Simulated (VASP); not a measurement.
CsPbCl3:

```xyz
5
Lattice="5.6050 0.0000 0.0000 0.0000 5.6050 0.0000 0.0000 0.0000 5.6050" Properties=species:S:1:pos:R:3 pbc="T T T"
Cs    0.0000    0.0000    0.0000
Pb    2.8025    2.8025    2.8025
Cl    2.8025    2.8025    0.0000
Cl    0.0000    2.8025    2.8025
Cl    2.8025    0.0000    2.8025
```

| Property | Result |
| --- | --- |
| Program | VASP 6.6.1 |
| Task | relaxation of cell and atoms |
| Functional | PBE |
| Potentials or basis | VASP PAW PBE potentials, release 64 (Cs_sv, Pb_d, Cl) |
| Cutoff | 600 eV |
| k mesh | 6 × 6 × 6 |
| Occupations | gaussian, width 0.02 eV |
| Spin | no spin polarisation |

At the start: pressure 1.8 GPa; volume 35.22 Å³/atom.

Task: How do energy, volume and symmetry change on relaxing?

Result: Over 3 steps the energy falls by 12.9 meV/atom and the volume is 37.73 Å³/atom (+7.1 %); space group Pm-3m (No. 221, to 0.05 Å).

Step by step:
| step | energy change (eV) | largest force (eV/Å) | pressure (GPa) | volume (Å³) |
| --- | --- | --- | --- | --- |
| 1 | 0.0000 | 0.0000 | 1.76 | 176.09 |
| 2 | -0.0621 | 0.0000 | 0.29 | 186.14 |
| 3 | -0.0643 | 0.0000 | -0.02 | 188.63 |

Final structure:
```
CELL_PARAMETERS angstrom
5.73506 0.00000 0.00000
0.00000 5.73506 0.00000
0.00000 0.00000 5.73506
ATOMIC_POSITIONS crystal
Cs 0.00000 0.00000 0.00000
Pb 0.50000 0.50000 0.50000
Cl 0.50000 0.50000 0.00000
Cl 0.00000 0.50000 0.50000
Cl 0.50000 0.00000 0.50000
```
